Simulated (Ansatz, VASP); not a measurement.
# Hf2C in VASP and in Ansatz

```xyz
6
Lattice="5.4060 0.0000 0.0000 0.0000 5.4060 0.0000 0.0000 0.0000 3.3527" Properties=species:S:1:pos:R:3 pbc="T T T"
Hf    1.6091    1.6091    0.0000
Hf    3.7969    3.7969    0.0000
Hf    4.3121    1.0939    1.6763
Hf    1.0939    4.3121    1.6763
C     0.0000    0.0000    0.0000
C     2.7030    2.7030    1.6763
```

Alike in both runs: functional r2SCAN; k mesh 8 × 8 × 12; occupations gaussian, width 0.1 eV; no spin polarisation.

Ansatz relaxed the structure, and its values are those at the end. VASP's run is a single point on that final structure, the one shown.

|  | VASP | Ansatz |
| --- | --- | --- |
| version | VASP 6.6.1 | Ansatz 0.2.0 |
| potentials or method | VASP PAW PBE potentials, release 64 (Hf_pv, C), cutoff 520 eV | scalar-relativistic, plane waves, PAW |
| valence electrons in the cell | 48 | 112 |

VASP gave:

```
gap on the k mesh at the Fermi level (eV) : none
pressure (GPa)                            : -0.9
rms of the force components (eV/Å)        : 0.002
```

Task: Which values does Ansatz return?

Result: gap on the k mesh at the Fermi level (eV): none; pressure (GPa): 0.0; rms of the force components (eV/Å): 0.004.

VASP's potentials were made for PBE, not for r2SCAN. A gap of «none» marks a metal or a gap that the smearing closes. The functional is the same, so the differences come from potentials, cutoffs and numerics. VASP's potentials hold 48 valence electrons a cell and Ansatz's 112, so a difference there can come from the potentials and not from the codes.

Neither program's run includes spin-orbit coupling.
